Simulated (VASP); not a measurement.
Be: single point with LDA

Crystal: Be.

```
Be
1.0
     3.37228    0.00000    0.00000
    -1.68614    2.92048    0.00000
     0.00000    0.00000    2.05926
Be
3
Direct
  0.00000 0.00000 0.00000
  0.33333 0.66667 0.50000
  0.66667 0.33333 0.50000
```

This cell differs from its parent crystal: volume scaled by 0.88.

* Program: VASP 6.6.1
* Task: single point
* Functional: LDA
* Potentials or basis: VASP PAW LDA potentials, release 64 (Be)
* Cutoff: 520 eV
* k mesh: 12 × 12 × 16
* Occupations: fermi-dirac, width 0.1 eV
* Spin: no spin polarisation

```
Pressure               : 20.1 GPa
Band gap on the k mesh : zero (band 3 reaches 12.99 eV, above the bottom of band 4 at 7.52 eV)
```

Stress tensor (GPa, compression positive):
```
21.69  0.00  0.00
 0.00 21.69  0.00
 0.00  0.00 16.84
```

Levels at points of the mesh, in eV from the Fermi level:
| k point | band 1 | band 2 | band 3 | band 4 | band 5 | band 6 | band 7 | band 8 |
| --- | --- | --- | --- | --- | --- | --- | --- | --- |
| (0.00, 0.00, 0.00) | -12.91 | -1.71 | -1.71 | -1.45 | -1.45 | 6.69 | 7.05 | 11.97 |
| (0.50, 0.00, 0.00) | -9.94 | -9.86 | -5.85 | 1.05 | 10.59 | 11.02 | 12.79 | 13.08 |
| (0.00, 0.00, 0.50) | -7.39 | -6.14 | 4.02 | 4.02 | 4.56 | 6.45 | 6.45 | 7.65 |
| (0.50, 0.00, 0.50) | -5.18 | -5.13 | -2.14 | -0.17 | 1.31 | 4.03 | 6.74 | 7.62 |

Wall time 9.4 s on 1 thread of Intel(R) Xeon(R) 6975P-C (Granite Rapids), with other jobs on the host, peak memory 0.14 GiB.
